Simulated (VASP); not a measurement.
# SnO (P4/nmm) in VASP: a series of runs

SnO is run at these levels: PBE; tasks: single point.

Everything below comes from runs of VASP 6.6.1. Logs are shortened: lines on timing, memory, paths and dates and some standing lists are left out, and cuts for length are marked.

## Step 1: The cell of the first run

It takes space group P4/nmm (No. 129, tetragonal). The conventional cell has a = 3.868 Å, b = 3.868 Å, c = 5.066 Å, α = 90.00°, β = 90.00°, γ = 90.00°. Within 3.0 Å of Sn (site symmetry 4mm) lie 4 O at 2.25 Å. Within 3.0 Å of O (site symmetry -4m2) lie 4 Sn at 2.25 Å and 4 O at 2.73 Å.

## Step 2: Single point, PBE

INCAR

```
SYSTEM = SnO
PREC = Accurate
ENCUT = 520
EDIFF = 1E-6
ISMEAR = -1
SIGMA = 0.05
LREAL = .FALSE.
LASPH = .TRUE.
NELM = 100
ALGO = Normal
ISIF = 2
LWAVE = .FALSE.
LCHARG = .TRUE.
GGA = PE
LELF = .TRUE.
LVHAR = .TRUE.
NBANDS = 28
```

KPOINTS

```
regular mesh
0
G
  7 7 6
  0 0 0
```

POSCAR

```
SnO
1.0
    3.8676892972      0.0000000000      0.0000000000
    0.0000000000      3.8676892972      0.0000000000
    0.0000000000      0.0000000000      5.0664881500
Sn O
2 2
Direct
    0.5000000000      0.0000000000      0.7712249704
    0.0000000000      0.5000000000      0.2287750296
    0.0000000000      0.0000000000      0.0000000000
    0.5000000000      0.5000000000      0.0000000000
```

Potentials or basis: VASP PAW PBE potentials, release 64 (Sn_d, O).

The run is started by

```sh
cat potpaw_PBE.64/Sn_d/POTCAR potpaw_PBE.64/O/POTCAR > POTCAR
mpirun -np 1 vasp_std > vasp.out
```

OUTCAR:

```text
SYSTEM = SnO
   PREC = Accurate
   ENCUT = 520
   EDIFF = 1E-6
   ISMEAR = -1
   LREAL = .FALSE.
   LASPH = .TRUE.
   NELM = 100
   ISIF = 2
   GGA = PE

 ion  position               nearest neighbor table
   1  0.500  0.000  0.771-   3 2.25   4 2.25   4 2.25   3 2.25   2 3.59   2 3.59   2 3.59   2 3.59

   2  0.000  0.500  0.229-   3 2.25   4 2.25   3 2.25   4 2.25   1 3.59   1 3.59   1 3.59   1 3.59

   3  0.000  0.000  0.000-   1 2.25   2 2.25   2 2.25   1 2.25
   4  0.500  0.500  0.000-   1 2.25   2 2.25   1 2.25   2 2.25

  LATTYP: Found a simple tetragonal cell.
 ALAT       =     3.8676892972
 C/A-ratio  =     1.3099522119

  Lattice vectors:

 A1 = (   3.8676892972,   0.0000000000,   0.0000000000)
 A2 = (   0.0000000000,   3.8676892972,   0.0000000000)
 A3 = (   0.0000000000,   0.0000000000,   5.0664881500)

Analysis of symmetry for initial positions (statically):
=====================================================================
 Subroutine PRICEL returns:
 Original cell was already a primitive cell.

 Routine SETGRP: Setting up the symmetry group for a
 simple tetragonal supercell.

 Subroutine GETGRP returns: Found 16 space group operations
 (whereof  8 operations were pure point group operations)
 out of a pool of 16 trial point group operations.

The static configuration has the point symmetry D_2d.
 The point group associated with its full space group is D_4h.

Analysis of symmetry for dynamics (positions and initial velocities):
=====================================================================
 Subroutine PRICEL returns:
 Original cell was already a primitive cell.

 Routine SETGRP: Setting up the symmetry group for a
 simple tetragonal supercell.

 Subroutine GETGRP returns: Found 16 space group operations
 (whereof  8 operations were pure point group operations)
 out of a pool of 16 trial point group operations.

The dynamic configuration has the point symmetry D_2d.
 The point group associated with its full space group is D_4h.

 Subroutine INISYM returns: Found 16 space group operations
 (whereof  8 operations are pure point group operations),
 and found     1 'primitive' translations

----------------------------------------------------------------------------------------

                                     Primitive cell

  volume of cell :      75.7897

  direct lattice vectors                    reciprocal lattice vectors
     3.867689297  0.000000000  0.000000000     0.258552309  0.000000000  0.000000000
     0.000000000  3.867689297  0.000000000     0.000000000  0.258552309  0.000000000
     0.000000000  0.000000000  5.066488150     0.000000000  0.000000000  0.197375375

  length of vectors
     3.867689297  3.867689297  5.066488150     0.258552309  0.258552309  0.197375375

  position of ions in fractional coordinates (direct lattice)
     0.500000000  0.000000000  0.771224970
     0.000000000  0.500000000  0.228775030
     0.000000000  0.000000000  0.000000000
     0.500000000  0.500000000  0.000000000

  ion indices of the primitive-cell ions
   primitive index   ion index
                 1           1
                 2           2
                 3           3
                 4           4

----------------------------------------------------------------------------------------

 KPOINTS: regular mesh

Automatic generation of k-mesh.
 Grid dimensions read from file:
 generate k-points for:    7    7    6

 Generating k-lattice:

  Cartesian coordinates                     Fractional coordinates (reciprocal lattice)
     0.036936044  0.000000000  0.000000000     0.142857143  0.000000000  0.000000000
     0.000000000  0.036936044  0.000000000     0.000000000  0.142857143  0.000000000
     0.000000000  0.000000000  0.032895896     0.000000000  0.000000000  0.166666667

  Length of vectors
     0.036936044  0.036936044  0.032895896

  Shift w.r.t. Gamma in fractional coordinates (k-lattice)
     0.000000000  0.000000000  0.000000000

 Subroutine IBZKPT returns following result:
 ===========================================

 Found     40 irreducible k-points:

 Following reciprocal coordinates:
            Coordinates               Weight
  0.000000  0.000000  0.000000      1.000000
  0.142857  0.000000  0.000000      4.000000
  0.285714  0.000000  0.000000      4.000000
  0.428571  0.000000  0.000000      4.000000
  0.142857  0.142857  0.000000      4.000000
  0.285714  0.142857  0.000000      8.000000
[... 16 lines left out ...]
  0.285714  0.000000  0.333333      8.000000
  0.428571  0.000000  0.333333      8.000000
 [... further k-points ...]
   k-points           NKPTS =     40   k-points in BZ     NKDIM =     40   number of bands    NBANDS=     28
   number of dos      NEDOS =    301   number of ions     NIONS =      4
   total plane-waves  NPLWV =  36000
   dimension x,y,z NGX =    30 NGY =   30 NGZ =   40
   dimension x,y,z NGXF=    60 NGYF=   60 NGZF=   80
   ions per type =               2   2
   NGX,Y,Z   is equivalent  to a cutoff of  12.89, 12.89, 13.13 a.u.
   NGXF,Y,Z  is equivalent  to a cutoff of  25.79, 25.79, 26.25 a.u.
 SYSTEM =  SnO
   PREC   = accura    normal or accurate (medium, high low for compatibility)
   ISTART =      0    job   : 0-new  1-cont  2-samecut
   ICHARG =      2    charge: 1-file 2-atom 10-const
   ISPIN  =      1    spin polarized calculation?
   LNONCOLLINEAR =      F non collinear calculations
   LSORBIT =      F    spin-orbit coupling
   LASPH  =      T    aspherical Exc in radial PAW
   ENCUT  =  520.0 eV  38.22 Ry    6.18 a.u.   7.19  7.19  9.42*2*pi/ulx,y,z
   NELM   =    100;   NELMIN=  2; NELMDL= -5     # of ELM steps
   EDIFF  = 0.1E-05   stopping-criterion for ELM
   LREAL  =      F    real-space projection
   EDIFFG = 0.1E-04   stopping-criterion for IOM
   NSW    =      0    number of steps for IOM
   IBRION =     -1    ionic relax: 0-MD 1-quasi-New 2-CG
   NFREE  =      0    steps in history (QN), initial steepest desc. (CG)
   ISIF   =      2    stress and relaxation
   ISYM   =      2    0-nonsym 1-usesym 2-fastsym
   POTIM  = 0.5000    time-step for ionic-motion
   TEBEG  =    0.0;   TEEND  =   0.0 temperature during run
   PSTRESS=    0.0 pullay stress
   NELECT =      40.0000    total number of electrons
   NUPDOWN=      -1.0000    fix difference up-down
   EMIN   =  10.00;   EMAX   =-10.00  energy-range for DOS
   EFERMI =   0.00;   METHOD = LEGACY
   ISMEAR =    -1;   SIGMA  =   0.05  broadening in eV -4-tet -1-fermi 0-gaus
   EFERMI_NEDOS =   21; number of points for ismear=-14 and -15
   IALGO  =     38    algorithm
   IMIX   =      4    mixing-type and parameters
     AMIX     =   0.40;   BMIX     =  1.00
     AMIX_MAG =   1.60;   BMIX_MAG =  1.00
  volume/ion in A,a.u.               =      18.95       127.86
  Fermi-wavevector in a.u.,A,eV,Ry     =   1.322995  2.500097 23.814480  1.750315
  Thomas-Fermi vector in A             =   2.452635
   LORBIT       =      0    0 simple, 1 ext, 2 COOP (PROOUT), +10 PAW based schemes
   GGA     = PE    functional components
   LHFCALC =     F    Hartree Fock is set to
   AEXX    =    0.0000 exact exchange contribution
   IVDW    =     0    specifies the selected vdW correction
   LEPSILON=     F    determine dielectric tensor
   LRPA    =     F    only Hartree local field effects (RPA)
 non-spin polarized calculation
  energy-cutoff  :      520.00
  volume of cell :       75.79
 maximum number of plane-waves:      2060
 NGX is ok and might be reduce to    30
   NGX = 15   NGY = 15   NGZ = 19

 number of electron      39.9999995 magnetization

 Free energy of the ion-electron system (eV)
  ---------------------------------------------------
  ext. energy  EPLUGINS =         0.00000000
  ---------------------------------------------------
  free energy    TOTEN  =       -22.72596057 eV

  energy without entropy =      -22.72594307  energy(sigma->0) =      -22.72595182

 E-fermi :   6.4979     XC(G=0):  -9.8237

 val. band max:        6.1379602906   @ k =   0.0000   0.0000   0.0000
 cond. band min:       6.8584087155   @ k =   0.4286   0.4286   0.0000
 fundamental gap:      0.7204484249
 Fermi energy:         6.4979452804

 k-point     1 :       0.0000    0.0000    0.0000
  band No.  band energies     occupation
      1     -15.6050      2.00000
      2     -15.2406      2.00000
      3     -15.2356      2.00000
      4     -15.2356      2.00000
      5     -15.2062      2.00000
      6     -15.1916      2.00000
[... 20 lines left out ...]
     27      13.0926      0.00000
     28      13.5998      0.00000

 k-point     2 :       0.1429    0.0000    0.0000
  band No.  band energies     occupation
      1     -15.5946      2.00000
      2     -15.2426      2.00000
      3     -15.2329      2.00000
      4     -15.2322      2.00000
      5     -15.2084      2.00000
      6     -15.1984      2.00000
[... 20 lines left out ...]
     27      13.3519      0.00000
     28      14.9546      0.00000

 k-point     3 :       0.2857    0.0000    0.0000
  band No.  band energies     occupation
      1     -15.5656      2.00000
      2     -15.3333      2.00000
      3     -15.2268      2.00000
      4     -15.2224      2.00000
      5     -15.2133      2.00000
      6     -15.2064      2.00000
[... 20 lines left out ...]
     27      13.7175      0.00000
     28      16.9608      0.00000

 k-point     4 :       0.4286    0.0000    0.0000
  band No.  band energies     occupation
      1     -15.5169      2.00000
      2     -15.4399      2.00000
      3     -15.2215      2.00000
      4     -15.2179      2.00000
      5     -15.2102      2.00000
      6     -15.2027      2.00000
[... 578 lines left out ...]
     27      13.8419      0.00000
     28      15.1060      0.00000

 k-point    23 :       0.2857    0.0000    0.3333
  band No.  band energies     occupation
      1     -15.5643      2.00000
      2     -15.3457      2.00000
      3     -15.2326      2.00000
      4     -15.2171      2.00000
      5     -15.2131      2.00000
      6     -15.2090      2.00000
[... 20 lines left out ...]
     27      14.3947      0.00000
     28      16.4189      0.00000

 k-point    24 :       0.4286    0.0000    0.3333
  band No.  band energies     occupation
      1     -15.5208      2.00000
      2     -15.4488      2.00000
      3     -15.2349      2.00000
      4     -15.2294      2.00000
      5     -15.2060      2.00000
      6     -15.2024      2.00000
[... 20 lines left out ...]
     27      15.0155      0.00000
     28      15.8771      0.00000

 [... further k-points ...]

------------------------ aborting loop because EDIFF is reached ----------------------------------------

  FORCE on cell =-STRESS in cart. coord.  units (eV):
  Direction    XX          YY          ZZ          XY          YZ          ZX
  --------------------------------------------------------------------------------------
  -------------------------------------------------------------------------------------
  Total        0.0963295      0.0963295      0.1129186      0.0000000      0.0000000      0.0000000
  in kB        2.0363835      2.0363835      2.3870743      0.0000000      0.0000000      0.0000000
  external PRESSURE =       2.1532805 kB  Pullay stress =       0.0000000 kB

 VOLUME and BASIS-vectors are now :
 -----------------------------------------------------------------------------
  energy-cutoff  :      520.00
  volume of cell :       75.79
      direct lattice vectors                 reciprocal lattice vectors
     3.867689297  0.000000000  0.000000000     0.258552309  0.000000000  0.000000000
     0.000000000  3.867689297  0.000000000     0.000000000  0.258552309  0.000000000
     0.000000000  0.000000000  5.066488150     0.000000000  0.000000000  0.197375375

 POSITION                                       TOTAL-FORCE (eV/Angst)
 -----------------------------------------------------------------------------------
      1.93384      0.00000      3.90740         0.000000     -0.000000     -0.079259
      0.00000      1.93384      1.15909         0.000000     -0.000000      0.079259
      0.00000      0.00000      0.00000         0.000000      0.000000      0.000000
      1.93384      1.93384      0.00000         0.000000     -0.000000      0.000000
 -----------------------------------------------------------------------------------
    total drift:                                0.000000      0.000000      0.000000

  FREE ENERGIE OF THE ION-ELECTRON SYSTEM (eV)
  ---------------------------------------------------
  free  energy   TOTEN  =       -22.7259605672 eV

  energy  without entropy=      -22.7259430721  energy(sigma->0) =      -22.72595182
```

Run time: 45 s. Hardware: 1 thread of Intel Xeon 6975P-C (Granite Rapids), shared host; peak memory 0.22 GiB.

What came out:

* Free energy: -22.7260 eV
* Pressure: 0.2 GPa
* Largest force: 0.079 eV/Å
* Band gap on the k mesh: 0.72 eV (least direct gap 1.91 eV)

Forces in eV/Å, atoms in the order of the input:
```
Sn   0.000  0.000 -0.079
Sn   0.000  0.000  0.079
O    0.000  0.000  0.000
O    0.000  0.000  0.000
```

Caveat: spin-orbit coupling is left out, which moves the levels of the heavy elements; an odd mesh through Γ misses points on the zone boundary, where band edges can lie.

## Step 3: Single point, PBE

INCAR

```
SYSTEM = SnO
PREC     = Accurate       ! precision mode
ENCUT    = 520            ! plane-wave cutoff, eV
EDIFF    = 1E-7           ! SCF threshold, eV
ISMEAR   = -1             ! smearing method
SIGMA    = 0.05           ! smearing width, eV
LREAL    = .False.        ! projectors in reciprocal space
LASPH    = .True.         ! aspherical terms in the spheres
NELM     = 60             ! most SCF steps
ALGO     = Normal         ! electronic algorithm
ISIF     = 2              ! what is computed and relaxed
LWAVE    = .False.        ! write WAVECAR
LCHARG   = .True.         ! write CHGCAR
GGA      = PE             ! functional
LELF     = .True.         ! ELF
LVHAR    = .True.       
NBANDS   = 28             ! bands
```

KPOINTS

```
Automatic mesh
0
Gamma
  7 7 6
  0 0 0
```

POSCAR

```
SnO
1.0
    3.8750508095      0.0000000000      0.0000000000
    0.0000000000      3.8750508095      0.0000000000
    0.0000000000      0.0000000000      5.0527435621
Sn O
2 2
Direct
    0.5000000000      0.0000000000      0.7713212162
    0.0000000000      0.5000000000      0.2286787838
    0.0000000000      0.0000000000      0.0000000000
    0.5000000000      0.5000000000      0.0000000000
```

Potentials or basis: VASP PAW PBE potentials, release 64 (Sn_d, O).

The run is started by

```sh
cat potpaw_PBE.64/Sn_d/POTCAR potpaw_PBE.64/O/POTCAR > POTCAR
mpirun -np 1 vasp_std > vasp.out
```

It took 38 s on 1 thread of Intel Xeon 6975P-C (Granite Rapids), shared host; peak memory 0.22 GiB.

The run converged. Its results:

```yaml
Free_energy: -22.7257 eV
Pressure: 0.1 GPa
Largest_force: 0.095 eV/Å
Band_gap_on_the_k_mesh: 0.74 eV (least direct gap 1.91 eV)
```

Forces in eV/Å, atoms in the order of the input:
```
Sn   0.000  0.000 -0.095
Sn   0.000  0.000  0.095
O    0.000  0.000  0.000
O    0.000  0.000  0.000
```

Stress tensor (GPa, compression positive):
```
-0.02  0.00  0.00
 0.00 -0.02  0.00
 0.00  0.00  0.34
```

Levels at points of the mesh, in eV from the valence-band top:
| k point | band 18 | band 19 | band 20 | band 21 | band 22 | band 23 |
| --- | --- | --- | --- | --- | --- | --- |
| (0.00, 0.00, 0.00) | -2.88 | -2.88 | 0.00 | 1.91 | 4.09 | 4.93 |
| (0.00, 0.00, 0.50) | -2.89 | -2.89 | -1.89 | 1.70 | 3.32 | 3.32 |

Caveat: spin-orbit coupling is left out, which moves the levels of the heavy elements; an odd mesh through Γ misses points on the zone boundary, where band edges can lie.

[end of part 1 of 2]
